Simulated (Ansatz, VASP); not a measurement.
## Two plane-wave programs on BaTiO3

INCAR

```
SYSTEM = BaTiO3
PREC     = Accurate       ! precision mode
ENCUT    = 520            ! plane-wave cutoff, eV
EDIFF    = 1E-7           ! SCF threshold, eV
ISMEAR   = 0              ! smearing method
SIGMA    = 0.05           ! smearing width, eV
LREAL    = .False.        ! projectors in reciprocal space
LASPH    = .True.         ! aspherical terms in the spheres
NELM     = 80             ! most SCF steps
ALGO     = Normal         ! electronic algorithm
ISIF     = 2              ! what is computed and relaxed
LWAVE    = .False.        ! write WAVECAR
LCHARG   = .False.        ! write CHGCAR
GGA      = PE             ! functional
NBANDS   = 28             ! bands
```

KPOINTS

```
Automatic mesh
0
Gamma
  8 8 6
  0 0 0
```

The input POSCAR:

```
BaTiO3
1.0
    3.9853536613      0.0000000000      0.0000000000
    0.0000000000      3.9853536613      0.0000000000
    0.0000000000      0.0000000000      4.1387801373
Ba Ti O
1 1 3
Direct
    0.0000000000      0.0000000000      0.9863187693
    0.5000000000      0.5000000000      0.4690806688
    0.5000000000      0.5000000000      0.0378497747
    0.5000000000      0.0000000000      0.5173753936
    0.0000000000      0.5000000000      0.5173753936
```

Input for Ansatz:

```yaml
crystal:
  lattice:
    - [3.9853536613, 0.0, 0.0]
    - [0.0, 3.9853536613, 0.0]
    - [0.0, 0.0, 4.1387801373]
  atoms:
    - { symbol: Ba, position: [0.0, 0.0, 0.9863187693] }
    - { symbol: Ti, position: [0.5, 0.5, 0.4690806688] }
    - { symbol: O, position: [0.5, 0.5, 0.0378497747] }
    - { symbol: O, position: [0.5, 0.0, 0.5173753936] }
    - { symbol: O, position: [0.0, 0.5, 0.5173753936] }
basis:
  ecutwfc: 420
kpoints:
  mp_grid: { grid: [8, 8, 6] }
hamiltonian:
  xc: pbe
scf:
  occupations: { method: gaussian, width: 0.05 }
output:
  forces: true
  stress: true
  eigenvalues: true
```

Change from the starting cell: strain +0.000 along x and y, -0.015 along z, atoms carried along.

Alike in both runs: task single point; functional PBE; k mesh 8 × 8 × 6; occupations gaussian, width 0.05 eV; no spin polarisation.

|  | VASP | Ansatz |
| --- | --- | --- |
| version | VASP 6.6.1 | Ansatz 0.2.0 |
| potentials or method | VASP PAW PBE potentials, release 64 (Ba_sv, Ti_sv, O), cutoff 520 eV | scalar-relativistic, plane waves, PAW |
| valence electrons in the cell | 40 | 40 |

```tsv
	VASP	Ansatz	Ansatz less VASP
gap on the k mesh at the Fermi level (eV)	1.83	1.89	+0.061
least direct gap on the mesh (eV)	2.37	2.40	+0.038
pressure (GPa)	4.1	2.4	-1.67
traceless stress, the component that is largest in VASP (GPa)	1.93	1.84	-0.098
rms of the force components (eV/Å)	0.205	0.169	-0.0361
```

Atom by atom the forces differ by 0.039 eV/Å (rms over components).

Neither program's run includes spin-orbit coupling.
